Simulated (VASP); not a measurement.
# Zn (R-3m) in VASP: further runs

Runs on Zn. Level: PBEsol. Tasks: single point.

Program: VASP 6.6.1. These are calculated values, not measurements. Logs are shortened: lines on timing, memory, paths and dates and some standing lists are left out, and cuts for length are marked.

## 1. The cell of the first run

Symmetry: R-3m, No. 166, trigonal system. The conventional cell has a = 5.591 Å, b = 5.591 Å, c = 1.712 Å, α = 90.00°, β = 90.00°, γ = 120.00°. Zn (site symmetry -3m) has 2 Zn at 1.71 Å within 2.3 Å.

## 2. Single point, PBEsol

Contents of INCAR:

```
  PREC = Accurate
  ENCUT = 520
  EDIFF = 1E-6
  ISMEAR = 0
  SIGMA = 0.15
  LREAL = F
  LASPH = T
  NELM = 60
  ALGO = Fast
  ISIF = 2
  LWAVE = F
  LCHARG = F
  GGA = PS
  NBANDS = 12
```

Contents of KPOINTS:

```
Automatic mesh
0
Gamma
  24 24 24
```

Contents of POSCAR:

```
Zn
1.0
   -2.3063398684      1.6473856203      1.6473856203
    1.6473856203     -2.3063398684      1.6473856203
    1.6473856203      1.6473856203     -2.3063398684
Zn
1
Direct
    0.0000000000      0.0000000000      0.0000000000
```

Potentials or basis: VASP PAW PBE potentials, release 64 (Zn).

Command:

```
$ cat potpaw_PBE.64/Zn/POTCAR > POTCAR
$ mpirun -np 1 vasp_std > vasp.out
```

OUTCAR:

```text
PREC = Accurate
   ENCUT = 520
   EDIFF = 1E-6
   ISMEAR = 0
   LREAL = F
   LASPH = T
   NELM = 60
   ISIF = 2
   GGA = PS

 ion  position               nearest neighbor table
   1  0.000  0.000  0.000-

  LATTYP: Found a trigonal (rhomboedric) cell.
 ALAT       =     3.2782559925
 COS(alpha) =    -0.4545454545

  Lattice vectors:

 A1 = (  -2.3063398684,   1.6473856203,   1.6473856203)
 A2 = (   1.6473856203,  -2.3063398684,   1.6473856203)
 A3 = (   1.6473856203,   1.6473856203,  -2.3063398684)

Analysis of symmetry for initial positions (statically):
=====================================================================
 Subroutine PRICEL returns:
 Original cell was already a primitive cell.

 Routine SETGRP: Setting up the symmetry group for a
 trigonal (rhombohedral) supercell.

 Subroutine GETGRP returns: Found 12 space group operations
 (whereof 12 operations were pure point group operations)
 out of a pool of 12 trial point group operations.

The static configuration has the point symmetry D_3d.

Analysis of symmetry for dynamics (positions and initial velocities):
=====================================================================
 Subroutine PRICEL returns:
 Original cell was already a primitive cell.

 Routine SETGRP: Setting up the symmetry group for a
 trigonal (rhombohedral) supercell.

 Subroutine GETGRP returns: Found 12 space group operations
 (whereof 12 operations were pure point group operations)
 out of a pool of 12 trial point group operations.

The dynamic configuration has the point symmetry D_3d.

 Subroutine INISYM returns: Found 12 space group operations
 (whereof 12 operations are pure point group operations),
 and found     1 'primitive' translations

----------------------------------------------------------------------------------------

                                     Primitive cell

  volume of cell :      15.4511

  direct lattice vectors                    reciprocal lattice vectors
    -2.306339868  1.647385620  1.647385620     0.168617338  0.421543345  0.421543345
     1.647385620 -2.306339868  1.647385620     0.421543345  0.168617338  0.421543345
     1.647385620  1.647385620 -2.306339868     0.421543345  0.421543345  0.168617338

  length of vectors
     3.278255993  3.278255993  3.278255993     0.619539659  0.619539659  0.619539659

  position of ions in fractional coordinates (direct lattice)
     0.000000000  0.000000000  0.000000000

  ion indices of the primitive-cell ions
   primitive index   ion index
                 1           1

----------------------------------------------------------------------------------------

 KPOINTS: Automatic mesh

Automatic generation of k-mesh.
 Grid dimensions read from file:
 generate k-points for:   24   24   24

 Generating k-lattice:

  Cartesian coordinates                     Fractional coordinates (reciprocal lattice)
     0.007025722  0.017564306  0.017564306     0.041666667  0.000000000  0.000000000
     0.017564306  0.007025722  0.017564306     0.000000000  0.041666667  0.000000000
     0.017564306  0.017564306  0.007025722     0.000000000  0.000000000  0.041666667

  Length of vectors
     0.025814152  0.025814152  0.025814152

  Shift w.r.t. Gamma in fractional coordinates (k-lattice)
     0.000000000  0.000000000  0.000000000

 Subroutine IBZKPT returns following result:
 ===========================================

 Found   1313 irreducible k-points:

 Following reciprocal coordinates:
            Coordinates               Weight
  0.000000  0.000000  0.000000      1.000000
  0.041667 -0.000000  0.000000      6.000000
  0.083333  0.000000  0.000000      6.000000
  0.125000  0.000000  0.000000      6.000000
  0.166667 -0.000000  0.000000      6.000000
  0.208333  0.000000  0.000000      6.000000
[... 16 lines left out ...]
  0.416667  0.041667  0.000000     12.000000
  0.458333  0.041667  0.000000     12.000000
 [... further k-points ...]
   k-points           NKPTS =   1313   k-points in BZ     NKDIM =   1313   number of bands    NBANDS=     12
   number of dos      NEDOS =    301   number of ions     NIONS =      1
   total plane-waves  NPLWV =  13824
   dimension x,y,z NGX =    24 NGY =   24 NGZ =   24
   dimension x,y,z NGXF=    48 NGYF=   48 NGZF=   48
   ions per type =               1
   NGX,Y,Z   is equivalent  to a cutoff of  12.17, 12.17, 12.17 a.u.
   NGXF,Y,Z  is equivalent  to a cutoff of  24.34, 24.34, 24.34 a.u.
 SYSTEM =  unknown system
   PREC   = accura    normal or accurate (medium, high low for compatibility)
   ISTART =      0    job   : 0-new  1-cont  2-samecut
   ICHARG =      2    charge: 1-file 2-atom 10-const
   ISPIN  =      1    spin polarized calculation?
   LNONCOLLINEAR =      F non collinear calculations
   LSORBIT =      F    spin-orbit coupling
   LASPH  =      T    aspherical Exc in radial PAW
   ENCUT  =  520.0 eV  38.22 Ry    6.18 a.u.   6.10  6.10  6.10*2*pi/ulx,y,z
   NELM   =     60;   NELMIN=  2; NELMDL= -5     # of ELM steps
   EDIFF  = 0.1E-05   stopping-criterion for ELM
   LREAL  =      F    real-space projection
   EDIFFG = 0.1E-04   stopping-criterion for IOM
   NSW    =      0    number of steps for IOM
   IBRION =     -1    ionic relax: 0-MD 1-quasi-New 2-CG
   NFREE  =      0    steps in history (QN), initial steepest desc. (CG)
   ISIF   =      2    stress and relaxation
   ISYM   =      2    0-nonsym 1-usesym 2-fastsym
   POTIM  = 0.5000    time-step for ionic-motion
   TEBEG  =    0.0;   TEEND  =   0.0 temperature during run
   PSTRESS=    0.0 pullay stress
   NELECT =      12.0000    total number of electrons
   NUPDOWN=      -1.0000    fix difference up-down
   EMIN   =  10.00;   EMAX   =-10.00  energy-range for DOS
   EFERMI =   0.00;   METHOD = LEGACY
   ISMEAR =     0;   SIGMA  =   0.15  broadening in eV -4-tet -1-fermi 0-gaus
   EFERMI_NEDOS =   21; number of points for ismear=-14 and -15
   IALGO  =     68    algorithm
   IMIX   =      4    mixing-type and parameters
     AMIX     =   0.40;   BMIX     =  1.00
     AMIX_MAG =   1.60;   BMIX_MAG =  1.00
  volume/ion in A,a.u.               =      15.45       104.27
  Fermi-wavevector in a.u.,A,eV,Ry     =   1.504811  2.843681 30.809811  2.264457
  Thomas-Fermi vector in A             =   2.615742
   LORBIT       =      0    0 simple, 1 ext, 2 COOP (PROOUT), +10 PAW based schemes
   GGA     = PS    functional components
   LHFCALC =     F    Hartree Fock is set to
   AEXX    =    0.0000 exact exchange contribution
   IVDW    =     0    specifies the selected vdW correction
   LEPSILON=     F    determine dielectric tensor
   LRPA    =     F    only Hartree local field effects (RPA)
 non-spin polarized calculation
 RMM-DIIS sequential band-by-band and
 Gauss-broadening in eV      SIGMA  =   0.15
  energy-cutoff  :      520.00
  volume of cell :       15.45
 maximum number of plane-waves:       458
   NGX = 13   NGY = 13   NGZ = 13

 number of electron      12.0000015 magnetization

 Free energy of the ion-electron system (eV)
  ---------------------------------------------------
  ext. energy  EPLUGINS =         0.00000000
  ---------------------------------------------------
  free energy    TOTEN  =         2.77612777 eV

  energy without entropy =        2.77916922  energy(sigma->0) =        2.77764850

 E-fermi :   2.6722     XC(G=0): -11.2895

 val. band max:        2.6682427315   @ k =   0.3750   0.2917   0.1250
 cond. band min:       2.6911704933   @ k =   0.5000   0.2500   0.2500
 fundamental gap:      0.0229277618
 Fermi energy:         2.6721554031

 k-point     1 :       0.0000    0.0000    0.0000
  band No.  band energies     occupation
      1     -10.5897      2.00000
      2      -6.9315      2.00000
      3      -6.2313      2.00000
      4      -6.2313      2.00000
      5      -3.9599      2.00000
      6      -3.9599      2.00000
      7       9.2110      0.00000
      8       9.2110      0.00000
      9      15.3347      0.00000
     10      15.4492      0.00000
     11      15.4492      0.00000
     12      16.7672      0.00000

 k-point     2 :       0.0417   -0.0000    0.0000
  band No.  band energies     occupation
      1     -10.4693      2.00000
      2      -6.8510      2.00000
      3      -6.2136      2.00000
      4      -6.2108      2.00000
      5      -4.0653      2.00000
      6      -4.0651      2.00000
      7       9.2811      0.00000
      8       9.3368      0.00000
      9      14.9165      0.00000
     10      15.5684      0.00000
     11      16.0934      0.00000
     12      16.8839      0.00000

 k-point     3 :       0.0833    0.0000    0.0000
  band No.  band energies     occupation
      1     -10.1150      2.00000
      2      -6.6096      2.00000
      3      -6.1618      2.00000
      4      -6.1507      2.00000
      5      -4.3637      2.00000
      6      -4.3630      2.00000
      7       9.4788      0.00000
      8       9.6937      0.00000
      9      14.6842      0.00000
     10      15.9020      0.00000
     11      17.0101      0.00000
     12      17.2550      0.00000

 k-point     4 :       0.1250    0.0000    0.0000
  band No.  band energies     occupation
      1      -9.5476      2.00000
      2      -6.2133      2.00000
      3      -6.0789      2.00000
      4      -6.0531      2.00000
      5      -4.8123      2.00000
      6      -4.7993      2.00000
      7       9.7761      0.00000
      8      10.2276      0.00000
      9      14.7126      0.00000
     10      16.3911      0.00000
     11      17.9305      0.00000
     12      18.1437      0.00000

 k-point     5 :       0.1667   -0.0000    0.0000
  band No.  band energies     occupation
      1      -8.8056      2.00000
      2      -5.9710      2.00000
      3      -5.9365      2.00000
      4      -5.7573      2.00000
      5      -5.3556      2.00000
      6      -5.1990      2.00000
      7      10.1482      0.00000
      8      10.8693      0.00000
      9      15.0336      0.00000
     10      16.9876      0.00000
     11      18.9321      0.00000
     12      19.4913      0.00000
[... 228 lines left out ...]
      1      -8.0520      2.00000
      2      -7.9753      2.00000
      3      -5.2930      2.00000
      4      -5.2362      2.00000
      5      -4.8075      2.00000
      6       0.6625      2.00000
      7      13.7362      0.00000
      8      15.7204      0.00000
      9      17.3330      0.00000
     10      20.5025      0.00000
     11      21.8828      0.00000
     12      23.9077      0.00000

 k-point    22 :       0.3750    0.0417   -0.0000
  band No.  band energies     occupation
      1      -8.3548      2.00000
      2      -8.2727      2.00000
      3      -5.2024      2.00000
      4      -5.1397      2.00000
      5      -4.3269      2.00000
      6       2.5101      1.87352
      7      13.6598      0.00000
      8      15.5682      0.00000
      9      16.7456      0.00000
     10      21.1893      0.00000
     11      21.7543      0.00000
     12      22.8762      0.00000

 k-point    23 :       0.4167    0.0417    0.0000
  band No.  band energies     occupation
      1      -8.5433      2.00000
      2      -8.4559      2.00000
      3      -5.1453      2.00000
      4      -5.0783      2.00000
      5      -4.0206      2.00000
      6       4.3000      0.00000
      7      11.9679      0.00000
      8      15.4140      0.00000
      9      17.6585      0.00000
     10      20.3251      0.00000
     11      20.7475      0.00000
     12      24.4038      0.00000

 k-point    24 :       0.4583    0.0417    0.0000
  band No.  band energies     occupation
      1      -8.6108      2.00000
      2      -8.5186      2.00000
      3      -5.1263      2.00000
      4      -5.0550      2.00000
      5      -3.9095      2.00000
      6       5.4114      0.00000
      7      10.7174      0.00000
      8      15.1755      0.00000
      9      17.5658      0.00000
     10      20.2031      0.00000
     11      20.7604      0.00000
     12      26.0504      0.00000

 [... further k-points ...]
[... 5 lines left out ...]
  --------------------------------------------------------------------------------------
  -------------------------------------------------------------------------------------
  Total       10.0761684     10.0761684     10.0761684     10.6912707     10.6912707     10.6912707
  in kB     1044.8319705   1044.8319705   1044.8319705   1108.6140045   1108.6140045   1108.6140045
  external PRESSURE =    1044.8319705 kB  Pullay stress =       0.0000000 kB

 VOLUME and BASIS-vectors are now :
 -----------------------------------------------------------------------------
  energy-cutoff  :      520.00
  volume of cell :       15.45
      direct lattice vectors                 reciprocal lattice vectors
    -2.306339868  1.647385620  1.647385620     0.168617338  0.421543345  0.421543345
     1.647385620 -2.306339868  1.647385620     0.421543345  0.168617338  0.421543345
     1.647385620  1.647385620 -2.306339868     0.421543345  0.421543345  0.168617338

 POSITION                                       TOTAL-FORCE (eV/Angst)
 -----------------------------------------------------------------------------------
      0.00000      0.00000      0.00000         0.000000      0.000000      0.000000
 -----------------------------------------------------------------------------------
    total drift:                               -0.000000      0.000000     -0.000000

  FREE ENERGIE OF THE ION-ELECTRON SYSTEM (eV)
  ---------------------------------------------------
  free  energy   TOTEN  =         2.7761277730 eV

  energy  without entropy=        2.7791692183  energy(sigma->0) =        2.77764850
```

It took 3.2 min on 1 thread of Intel Xeon Platinum 8488C (Sapphire Rapids), shared host; peak memory 0.35 GiB.

What came out:

```
Free energy            : 2.7761 eV
Pressure               : 104.5 GPa
Band gap on the k mesh : zero (band 6 reaches 7.42 eV, above the bottom of band 7 at -1.38 eV)
```

Stress tensor (GPa, compression positive):
```
104.48 110.86 110.86
110.86 104.48 110.86
110.86 110.86 104.48
```

Caveat: the PAW data sets were made with another functional, which shifts forces and pressure a little.

(Continued in part 2 of 2.)
